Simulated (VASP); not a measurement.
Zn2H:

```
CELL_PARAMETERS angstrom
-1.70764 1.70764 5.93742
1.70764 -1.70764 5.93742
1.70764 1.70764 -5.93742
ATOMIC_POSITIONS crystal
Zn 0.41650 0.41650 0.00000
Zn 0.16650 0.66650 0.50000
Zn 0.33350 0.83350 0.50000
Zn 0.58350 0.58350 0.00000
H 0.00000 0.00000 0.00000
H 0.75000 0.25000 0.50000
```

* Program: VASP 6.6.1
* Task: relaxation of cell and atoms
* Functional: PBE
* Potentials or basis: VASP PAW PBE potentials, release 64 (Zn, H)
* Cutoff: 600 eV
* k mesh: 8 × 8 × 8
* Occupations: gaussian, width 0.1 eV
* Spin: no spin polarisation

At the start: pressure 57.3 GPa; volume 11.54 Å³/atom.

How do energy, volume and symmetry change on relaxing?

Over 22 steps the energy falls by 1384.7 meV/atom and the volume is 12.28 Å³/atom (+6.4 %); space group I4_1/amd (No. 141, to 0.1 Å) before and after.

The path:
| step | energy change (eV) | largest force (eV/Å) | pressure (GPa) | volume (Å³) |
| --- | --- | --- | --- | --- |
| 1 | 0.0000 | 0.2310 | 57.29 | 69.25 |
| 2 | -5.7881 | 0.9137 | -1.22 | 118.81 |
| 3 | -5.7896 | 0.9922 | 0.13 | 114.13 |
| 4 | -5.7943 | 0.9515 | -0.57 | 116.56 |
| 5 | -5.9733 | 0.5654 | -1.29 | 116.20 |
| 6 | -6.1430 | 0.3839 | -1.93 | 115.46 |
| 7 | -6.2628 | 0.4060 | -2.18 | 113.94 |
| 8 | -6.6537 | 0.5368 | -3.04 | 109.11 |
| 9 | -7.3221 | 1.2781 | -4.33 | 98.40 |
| 10 | -6.4073 | 3.3705 | 6.81 | 74.23 |
| 11 | -7.2792 | 1.9949 | -3.45 | 94.22 |
| 12 | -7.4781 | 1.6512 | -4.31 | 91.56 |
| 13 | -7.8184 | 0.8888 | -5.76 | 83.14 |
| 14 | -7.9530 | 0.8821 | -4.53 | 81.00 |
| 15 | -8.2124 | 0.7624 | -0.31 | 74.78 |
| 16 | -7.7402 | 0.5561 | 16.61 | 63.21 |
| 17 | -8.2227 | 0.7744 | 1.77 | 72.68 |
| 18 | -8.2259 | 0.6899 | 3.09 | 71.41 |
| 19 | -8.2899 | 0.1143 | 2.33 | 71.60 |
| 20 | -8.2934 | 0.0367 | 2.20 | 71.67 |
| 21 | -8.3066 | 0.0003 | 0.75 | 72.95 |
| 22 | -8.3083 | 0.0190 | -0.04 | 73.68 |

Final structure:
```
Zn H
1.0
    -1.39645    1.39645    9.44639
     1.39645   -1.39645    9.44639
     1.39645    1.39645   -9.44639
Zn H
4 2
Cartesian
  0.0000 0.0000 8.1799
  1.3964 0.0000 3.4567
  1.3964 0.0000 5.9897
  0.0000 0.0000 10.7129
  0.0000 0.0000 0.0000
  0.0000 1.3964 4.7232
```

Caveat: a cell axis changed by over 15 % at a fixed basis, so the end point is rough.
